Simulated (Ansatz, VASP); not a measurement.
**One calculation of C, two programs**

```
C
1.0
    -1.82434    1.82434    3.48432
     1.82434   -1.82434    3.48432
     1.82434    1.82434   -3.48432
C
5
Direct
  0.69761 0.69761 0.39522
  0.30239 0.69761 0.00000
  0.30239 0.30239 0.60478
  0.69761 0.30239 0.00000
  0.00000 0.00000 0.00000
```

Alike in both runs: functional PBE; k mesh 14 × 14 × 14; occupations gaussian, width 0.1 eV; no spin polarisation.

Ansatz relaxed the structure, and its values are those at the end. VASP's run is a single point on that final structure, the one shown.

|  | VASP | Ansatz |
| --- | --- | --- |
| version | VASP 6.6.1 | Ansatz 0.2.0 |
| potentials or method | VASP PAW PBE potentials, release 64 (C), cutoff 520 eV | scalar-relativistic, plane waves, PAW |
| valence electrons in the cell | 20 | 20 |

|  | VASP | Ansatz | Ansatz less VASP |
| --- | --- | --- | --- |
| gap on the k mesh at the Fermi level (eV) | none | none | - |
| pressure (GPa) | 0.3 | 0.0 | -0.33 |
| rms of the force components (eV/Å) | 0.039 | 0.000 | -0.0391 |

A gap of «none» marks a metal or a gap that the smearing closes. With one functional, cell and mesh, what is left measures potentials, basis and numerics.
